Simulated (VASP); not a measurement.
Write the native input for VASP 6.6.1 that does the following.

- Task: single point
- Functional: PBE
- Potentials or basis: VASP PAW PBE potentials, release 64 (B, As)
- Cutoff: 520 eV
- k mesh: 10 × 10 × 10
- Occupations: fermi-dirac, width 0.02 eV
- Spin: no spin polarisation
- Dipole correction: no
- Further INCAR settings: ALGO = Normal; EDIFF = 1e-06; NBANDS = 11

The structure of BAs lies in POSCAR:

```
BAs
1.0
    0.0000000000      2.2945185923      2.4367486877
    2.2945185923      0.0000000000      2.4367486877
    2.2945185923      2.2945185923      0.0000000000
B As
1 1
Direct
    0.0000000000      0.0000000000      0.0000000000
    0.2500000000      0.2500000000      0.2500000000
```

This cell differs from its parent crystal: epitaxial xy strain -4.1%.

These files were run (other wordings do the same):

INCAR

```
SYSTEM = BAs
ALGO = Normal
EDIFF = 1E-6
ENCUT = 520
GGA = PE
ISIF = 2
ISMEAR = -1
LASPH = .TRUE.
LCHARG = .FALSE.
LREAL = .FALSE.
LWAVE = .FALSE.
NBANDS = 11
NELM = 60
PREC = Accurate
SIGMA = 0.02
```

KPOINTS

```
k-points
0
G
  10 10 10
  0 0 0
```

Potentials or basis: VASP PAW PBE potentials, release 64 (B, As).

Run with:

```console
$ cat potpaw_PBE.64/B/POTCAR potpaw_PBE.64/As/POTCAR > POTCAR
$ mpirun -np 1 vasp_std > vasp.out
```

It gave:

```yaml
Pressure: 13.3 GPa
Band_gap_on_the_k_mesh: 0.64 eV, indirect (least direct gap 3.03 eV)
```

Caveat: the cell differs from its parent crystal (epitaxial xy strain -4.1%).

Run time: 73 s on 1 thread of AMD EPYC 7R13 Processor (Zen 3) (shared host), peak memory 0.13 GiB.
